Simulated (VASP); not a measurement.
Wanted: the native input for a VASP 6.6.1 run.

```
Task                   : single point
Functional             : PBEsol
Potentials or basis    : VASP PAW PBE potentials, release 64 (Ga_d, O)
Cutoff                 : 520 eV
k mesh                 : 10 × 10 × 6
Occupations            : gaussian, width 0.02 eV
Spin                   : no spin polarisation
Dipole correction      : no
Further INCAR settings : ALGO = Normal; EDIFF = 1e-07; NBANDS = 55
```

The structure of Ga2O3 lies in POSCAR:

```
Ga2O3
1.0
    6.1387112737     -1.5236549002      0.0036338569
    6.1387112737      1.5236549002      0.0036338569
   -1.3804430904      0.0000000000      5.6441811507
Ga O
4 6
Direct
    0.3412681462      0.3412681462      0.6854225958
    0.6587318538      0.6587318538      0.3145774042
    0.9094801487      0.9094801487      0.2046026810
    0.0905198513      0.0905198513      0.7953973190
    0.5037665294      0.5037665294      0.7440692382
    0.4962334706      0.4962334706      0.2559307618
    0.8267804849      0.8267804849      0.4372337329
    0.1732195151      0.1732195151      0.5627662671
    0.1652767027      0.1652767027      0.1095913546
    0.8347232973      0.8347232973      0.8904086454
```

The input as run:

INCAR

```
ALGO = Normal
EDIFF = 1E-7
ENCUT = 520
GGA = PS
ISIF = 2
ISMEAR = 0
LASPH = T
LCHARG = F
LREAL = F
LWAVE = F
NBANDS = 55
NELM = 60
PREC = Accurate
SIGMA = 0.02
```

KPOINTS

```
k-points
0
Gamma
  10 10 6
```

Potentials or basis: VASP PAW PBE potentials, release 64 (Ga_d, O).

Launch:

```bash
$ cat potpaw_PBE.64/Ga_d/POTCAR potpaw_PBE.64/O/POTCAR > POTCAR
$ mpirun -np 1 vasp_std > vasp.out
```

Results of the run:

| Quantity | Value |
| --- | --- |
| Pressure | 0.3 GPa |
| Largest force | 0.022 eV/Å |
| Band gap on the k mesh | 2.22 eV (least direct gap 2.24 eV) |

Caveat: the PAW data sets were made with another functional, which shifts forces and pressure a little.

Wall time 46 min on 1 thread of Oxide Virtual Turin-like Processor (shared host), peak memory 0.78 GiB.
